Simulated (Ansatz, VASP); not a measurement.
## Two plane-wave programs on As

```
As
1.0
     3.61200    0.00000    0.00000
    -1.80600    3.12808    0.00000
     0.00000    0.00000   28.00000
As
2
Direct
  0.33333 0.66667 0.52129
  0.66667 0.33333 0.47871
```

Alike in both runs: task single point; functional PBE; k mesh 9 × 9 × 1; occupations gaussian, width 0.02 eV; no spin polarisation.

|  | VASP | Ansatz |
| --- | --- | --- |
| version | VASP 6.6.1 | Ansatz 0.2.0 |
| potentials or method | VASP PAW PBE potentials, release 64 (As_d), cutoff 520 eV | scalar-relativistic, plane waves, PAW |
| valence electrons in the cell | 30 | 30 |

```csv
,VASP,Ansatz,Ansatz less VASP
gap on the k mesh at the Fermi level (eV),1.04,1.08,+0.036
least direct gap on the mesh (eV),1.14,1.17,+0.034
rms of the force components (eV/Å),1.551,1.533,-0.0179
```

Atom by atom the forces differ by 0.018 eV/Å (rms over components). The functional is the same, so the differences come from potentials, cutoffs and numerics.
